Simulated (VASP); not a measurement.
## Si2W: single point with r2SCAN

Crystal: Si2W.

```
Si W
1.0
    -1.55853    1.55853    3.94173
     1.55853   -1.55853    3.94173
     1.55853    1.55853   -3.94173
Si W
2 1
Cartesian
  0.0000 0.0000 2.6620
  0.0000 0.0000 5.2215
  0.0000 0.0000 0.0000
```

This cell differs from its parent crystal: strained.

```json
{
  "Program": "VASP 6.6.1",
  "Task": "single point",
  "Functional": "r2SCAN",
  "Potentials or basis": "VASP PAW PBE potentials, release 64 (Si, W_sv)",
  "Cutoff": "520 eV",
  "k mesh": "18 × 18 × 18",
  "Occupations": "gaussian, width 0.1 eV",
  "Spin": "no spin polarisation",
  "Dipole correction": "no",
  "Further INCAR settings": "ALGO = Normal; EDIFF = 1e-07; NBANDS = 18"
}
```

The pressure is 13.5 GPa, the largest force is 0.654 eV/Å and the band gap on the k mesh is zero (bands 11 and 12 overlap by 1.51 eV).

Forces in eV/Å, atoms in the order of the input:
```
Si   0.000  0.000 -0.654
Si   0.000  0.000  0.654
W    0.000  0.000  0.000
```

Stress tensor (GPa, compression positive):
```
19.22  0.00  0.00
 0.00 19.22  0.00
 0.00  0.00  2.16
```

Levels at points of the mesh, in eV from the Fermi level:
| k point | band 7 | band 8 | band 9 | band 10 | band 11 | band 12 | band 13 | band 14 | band 15 | band 16 |
| --- | --- | --- | --- | --- | --- | --- | --- | --- | --- | --- |
| (0.00, 0.00, 0.00) | -4.43 | -3.93 | -3.02 | -3.02 | 0.72 | 2.98 | 3.41 | 3.41 | 3.66 | 4.95 |
| (0.50, 0.00, 0.00) | -6.61 | -5.61 | -3.23 | -3.16 | -0.51 | 3.34 | 3.34 | 3.63 | 4.77 | 5.75 |
| (0.50, 0.50, 0.00) | -6.62 | -5.64 | -5.46 | -4.10 | -2.16 | 2.91 | 3.65 | 3.67 | 3.83 | 4.26 |
| (0.50, 0.50, 0.50) | -4.44 | -2.77 | -0.72 | -0.72 | -0.67 | -0.67 | 0.88 | 4.34 | 5.76 | 6.58 |

Wall time 38 min on 1 thread of Intel(R) Xeon(R) Platinum 8259CL CPU @ 2.50GHz (Skylake/Cascade Lake), on a shared host, peak memory 0.46 GiB.

Caveat: the cell differs from its parent crystal (strained); the stress differs along the axes, from 2 to 19 GPa; the PAW data sets were made with another functional, which shifts forces and pressure a little; spin-orbit coupling is left out, which moves the levels of the heavy elements.
